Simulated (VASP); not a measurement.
# Rb (Fd-3m) in VASP: further runs

Runs on Rb. Level: PBEsol. Tasks: relaxation of cell and atoms.

Everything below comes from runs of VASP 6.6.1. Logs are shortened: lines on timing, memory, paths and dates and some standing lists are left out, and cuts for length are marked.

### 1 The cell of the first run

The structure is cubic, space group Fd-3m (No. 227). The conventional cell has a = 9.710 Å, b = 9.710 Å, c = 9.710 Å, α = 90.00°, β = 90.00°, γ = 90.00°. Rb (site symmetry -43m) has 4 Rb at 4.20 Å within 5.5 Å.

This isn't the form of Rb at room conditions, which is bcc.

### 2 Relaxation of cell and atoms, PBEsol

INCAR reads:

```
PREC = Accurate
ENCUT = 600
EDIFF = 1E-6
ISMEAR = 1
SIGMA = 0.05
LREAL = F
LASPH = T
NELM = 100
ALGO = Normal
ISIF = 3
LWAVE = F
LCHARG = F
GGA = PS
IBRION = 2
NSW = 60
EDIFFG = -0.01
```

KPOINTS reads:

```
Automatic mesh
0
Gamma
  9 9 9
```

POSCAR reads:

```
Rb
1.0
    0.0000000000      4.8550000000      4.8550000000
    4.8550000000      0.0000000000      4.8550000000
    4.8550000000      4.8550000000      0.0000000000
Rb
2
Direct
    0.0000000000      0.0000000000      0.0000000000
    0.2500000000      0.2500000000      0.2500000000
```

Potentials or basis: VASP PAW PBE potentials, release 64 (Rb_sv).

Started as:

```
$ cat potpaw_PBE.64/Rb_sv/POTCAR > POTCAR
$ mpirun -np 1 vasp_std > vasp.out
```

OUTCAR:

```text
PREC = Accurate
   ENCUT = 600
   EDIFF = 1E-6
   ISMEAR = 1
   LREAL = F
   LASPH = T
   NELM = 100
   ISIF = 3
   GGA = PS
   IBRION = 2
   NSW = 60
   EDIFFG = -0.01

 ion  position               nearest neighbor table
   1  0.000  0.000  0.000-   2 4.20   2 4.20   2 4.20   2 4.20
   2  0.250  0.250  0.250-   1 4.20   1 4.20   1 4.20   1 4.20

  LATTYP: Found a face centered cubic cell.
 ALAT       =     9.7100000000

  Lattice vectors:

 A1 = (   0.0000000000,   4.8550000000,   4.8550000000)
 A2 = (   4.8550000000,   0.0000000000,   4.8550000000)
 A3 = (   4.8550000000,   4.8550000000,   0.0000000000)

Analysis of symmetry for initial positions (statically):
=====================================================================
 Subroutine PRICEL returns:
 Original cell was already a primitive cell.

 Routine SETGRP: Setting up the symmetry group for a
 face centered cubic supercell.

 Subroutine GETGRP returns: Found 48 space group operations
 (whereof 24 operations were pure point group operations)
 out of a pool of 48 trial point group operations.

The static configuration has the point symmetry T_d .
 The point group associated with its full space group is O_h .

Analysis of symmetry for dynamics (positions and initial velocities):
=====================================================================
 Subroutine PRICEL returns:
 Original cell was already a primitive cell.

 Routine SETGRP: Setting up the symmetry group for a
 face centered cubic supercell.

 Subroutine GETGRP returns: Found 48 space group operations
 (whereof 24 operations were pure point group operations)
 out of a pool of 48 trial point group operations.

The dynamic configuration has the point symmetry T_d .
 The point group associated with its full space group is O_h .

 Subroutine INISYM returns: Found 48 space group operations
 (whereof 24 operations are pure point group operations),
 and found     1 'primitive' translations

----------------------------------------------------------------------------------------

                                     Primitive cell

[... 105 lines left out ...]
   ISMEAR =     1;   SIGMA  =   0.05  broadening in eV -4-tet -1-fermi 0-gaus
   EFERMI_NEDOS =   21; number of points for ismear=-14 and -15
   IALGO  =     38    algorithm
   IMIX   =      4    mixing-type and parameters
     AMIX     =   0.40;   BMIX     =  1.00
     AMIX_MAG =   1.60;   BMIX_MAG =  1.00
  volume/ion in A,a.u.               =     114.44       772.26
  Fermi-wavevector in a.u.,A,eV,Ry     =   0.701401  1.325456  6.693570  0.491963
  Thomas-Fermi vector in A             =   1.785818
   LORBIT       =      0    0 simple, 1 ext, 2 COOP (PROOUT), +10 PAW based schemes
   GGA     = PS    functional components
   LHFCALC =     F    Hartree Fock is set to
   AEXX    =    0.0000 exact exchange contribution
   IVDW    =     0    specifies the selected vdW correction
   LEPSILON=     F    determine dielectric tensor
   LRPA    =     F    only Hartree local field effects (RPA)
 conjugate gradient relaxation of ions
 non-spin polarized calculation
 Methfessel and Paxton  Order N= 1 SIGMA  =   0.05
  energy-cutoff  :      600.00
  volume of cell :      228.87
 maximum number of plane-waves:      7727
   NGX = 27   NGY = 27   NGZ = 27

--------------------------------------- Ionic step        1  -------------------------------------------

 number of electron      18.0000000 magnetization

 Free energy of the ion-electron system (eV)
  ---------------------------------------------------
  ext. energy  EPLUGINS =         0.00000000
  ---------------------------------------------------
  free energy    TOTEN  =        -1.47023882 eV

  energy without entropy =       -1.47020686  energy(sigma->0) =       -1.47022816

------------------------ aborting loop because EDIFF is reached ----------------------------------------

  FORCE on cell =-STRESS in cart. coord.  units (eV):
  Direction    XX          YY          ZZ          XY          YZ          ZX
  --------------------------------------------------------------------------------------
  -------------------------------------------------------------------------------------
  Total        0.2464283      0.2464283      0.2464283      0.0000000      0.0000000      0.0000000
  in kB        1.7250572      1.7250572      1.7250572      0.0000000      0.0000000      0.0000000
  external PRESSURE =       1.7250572 kB  Pullay stress =       0.0000000 kB
[... 131 lines left out ...]
--------------------------------------- Ionic step        5  -------------------------------------------

 number of electron      18.0000000 magnetization

 Free energy of the ion-electron system (eV)
  ---------------------------------------------------
  ext. energy  EPLUGINS =         0.00000000
  ---------------------------------------------------
  free energy    TOTEN  =        -1.48601976 eV

  energy without entropy =       -1.48520930  energy(sigma->0) =       -1.48574960

 E-fermi :  -0.6193     XC(G=0):  -4.6179

 val. band max:       -0.6249597636   @ k =  -0.4444   0.4444   0.0000
 cond. band min:      -0.6058601674   @ k =  -0.3333   0.4444   0.1111
 fundamental gap:      0.0190995962
 Fermi energy:        -0.6193103070

 k-point     1 :       0.0000    0.0000    0.0000
  band No.  band energies     occupation
      1     -29.9451      2.00000
      2     -29.9286      2.00000
      3     -14.0727      2.00000
      4     -14.0727      2.00000
      5     -14.0727      2.00000
      6     -13.9788      2.00000
      7     -13.9788      2.00000
      8     -13.9788      2.00000
      9      -2.2400      2.00000
     10       1.4091      0.00000
     11       1.4091      0.00000
     12       1.4091      0.00000
     13       1.5883      0.00000
[... 354 lines left out ...]
  band No.  band energies     occupation
      1     -29.9383      2.00000
      2     -29.9354      2.00000
      3     -14.0919      2.00000
      4     -14.0919      2.00000
      5     -14.0352      2.00000
      6     -14.0190      2.00000
      7     -13.9599      2.00000
      8     -13.9599      2.00000
      9      -0.9563      2.00000
     10      -0.2971     -0.00000
     11       0.4420      0.00000
     12       0.4812      0.00000
     13       1.0184      0.00000

 [... further k-points ...]

------------------------ aborting loop because EDIFF is reached ----------------------------------------

  FORCE on cell =-STRESS in cart. coord.  units (eV):
  Direction    XX          YY          ZZ          XY          YZ          ZX
  --------------------------------------------------------------------------------------
  -------------------------------------------------------------------------------------
  Total       -0.0040906     -0.0040906     -0.0040906     -0.0000000     -0.0000000     -0.0000000
  in kB       -0.0249938     -0.0249938     -0.0249938     -0.0000000     -0.0000000     -0.0000000
  external PRESSURE =      -0.0249938 kB  Pullay stress =       0.0000000 kB
[... 17 lines left out ...]
  FREE ENERGIE OF THE ION-ELECTRON SYSTEM (eV)
  ---------------------------------------------------
  free  energy   TOTEN  =        -1.4860197551 eV

  energy  without entropy=       -1.4852092979  energy(sigma->0) =       -1.48574960

 reached required accuracy - stopping structural energy minimisation
```

Wall time 4 min (1 thread of Intel Xeon 6975P-C (Granite Rapids), shared host); peak memory 0.5 GiB.

What came out:

| Quantity | Value |
| --- | --- |
| Free energy | -1.4860 eV |
| Relaxed volume | 131.11 Å³/atom |
| Relaxed cell | a = 7.184 Å, b = 7.184 Å, c = 7.184 Å, α = 60.00°, β = 60.00°, γ = 60.00° |
| Space group after relaxing (to 0.1 Å) | Fd-3m (No. 227) |
| Energy gained by relaxing | 7.9 meV/atom |
| Ionic steps | 5 |
| Pressure after relaxing | 0.0 GPa |
| Band gap on the k mesh | zero (bands 9 and 10 overlap by 0.03 eV) |

The path:
| step | energy change (eV) | largest force (eV/Å) | pressure (GPa) | volume (Å³) |
| --- | --- | --- | --- | --- |
| 1 | 0.0000 | 0.0000 | 0.17 | 228.87 |
| 2 | -0.0041 | 0.0000 | 0.15 | 232.98 |
| 3 | -0.0125 | 0.0000 | 0.06 | 245.59 |
| 4 | -0.0145 | 0.0000 | -0.03 | 272.16 |
| 5 | -0.0158 | 0.0000 | 0.00 | 262.22 |

Final structure:
```cif
data_structure
_symmetry_space_group_name_H-M 'P 1'
_symmetry_Int_Tables_number 1
_cell_length_a 7.1844
_cell_length_b 7.1844
_cell_length_c 7.1844
_cell_angle_alpha 60.000
_cell_angle_beta 60.000
_cell_angle_gamma 60.000
_cell_volume 262.22
loop_
_atom_site_label
_atom_site_type_symbol
_atom_site_fract_x
_atom_site_fract_y
_atom_site_fract_z
_atom_site_occupancy
Rb1 Rb 0.00000 0.00000 0.00000 1
Rb2 Rb 0.25000 0.25000 0.25000 1
```

Caveat: the PAW data sets were made with another functional, which shifts forces and pressure a little.

### 3 Relaxation of cell and atoms, PBEsol, target pressure 20 GPa, at which the enthalpy is minimised

INCAR reads:

```
ALGO     = Normal         # electronic algorithm
EDIFF    = 1E-6           # SCF threshold, eV
EDIFFG   = -0.01          # ionic threshold
ENCUT    = 600            # plane-wave cutoff, eV
GGA      = PS             # functional
IBRION   = 2              # ionic algorithm
ISIF     = 3              # what is computed and relaxed
ISMEAR   = 1              # smearing method
LASPH    = T              # aspherical terms in the spheres
LCHARG   = F              # write CHGCAR
LREAL    = F              # projectors in reciprocal space
LWAVE    = F              # write WAVECAR
NELM     = 60             # most SCF steps
NSW      = 60             # ionic steps
PREC     = Accurate       # precision mode
PSTRESS  = 200.0        
SIGMA    = 0.05           # smearing width, eV
```

KPOINTS reads:

```
k-points
0
Gamma
  9 9 9
```

POSCAR is that of step 2.

Potentials or basis: VASP PAW PBE potentials, release 64 (Rb_sv).

Started as:

```
$ cat potpaw_PBE.64/Rb_sv/POTCAR > POTCAR
$ mpirun -np 1 vasp_std > vasp.out
```

Wall time 9.4 min (1 thread of Intel Xeon 6975P-C (Granite Rapids), shared host); peak memory 0.71 GiB.

Results (log left out):

| Item | Value |
| --- | --- |
| Free energy | 1.8510 eV |
| Relaxed volume | 31.75 Å³/atom |
| Relaxed cell | a = 4.478 Å, b = 4.478 Å, c = 4.478 Å, α = 60.00°, β = 60.00°, γ = 60.00° |
| Space group after relaxing (to 0.1 Å) | Fd-3m (No. 227) |
| Energy change on relaxing (the run minimises the enthalpy) | +1660.6 meV/atom |
| Ionic steps | 9 |
| Pressure after relaxing | 20.0 GPa |
| Band gap on the k mesh | zero (bands 9 and 10 overlap by 0.25 eV) |

Step by step:
```csv
step,energy change (eV),largest force (eV/Å),pressure (GPa),volume (Å³)
1,0.0000,0.0000,0.17,228.87
2,190.7829,0.0000,1944.37,7.28
3,0.5061,0.0000,2.06,132.18
4,1.1223,0.0000,4.49,99.69
5,4.1572,0.0000,27.23,57.77
6,3.0915,0.0000,18.05,65.44
7,3.3308,0.0000,20.10,63.43
8,3.3109,0.0000,19.89,63.59
9,3.3213,0.0000,20.00,63.51
```

Final structure:
```xyz
2
Lattice="0.0000 3.1666 3.1666 3.1666 0.0000 3.1666 3.1666 3.1666 0.0000" Properties=species:S:1:pos:R:3 pbc="T T T"
Rb    0.0000    0.0000    0.0000
Rb    1.5833    1.5833    1.5833
```

Levels at points of the mesh, in eV from the Fermi level:
```
           k point  band 5  band 6  band 7  band 8  band 9  band 10  band 11  band 12  band 13
(0.00, 0.00, 0.00)  -14.48  -12.37  -12.37  -12.37   -2.14     2.11     2.11     3.87     6.39
```

Caveat: the cell is relaxed towards a set pressure, so the run minimises the enthalpy, not the energy; the volume moved by over 15 % at a fixed basis, so the end points are rough; the PAW data sets were made with another functional, which shifts forces and pressure a little.
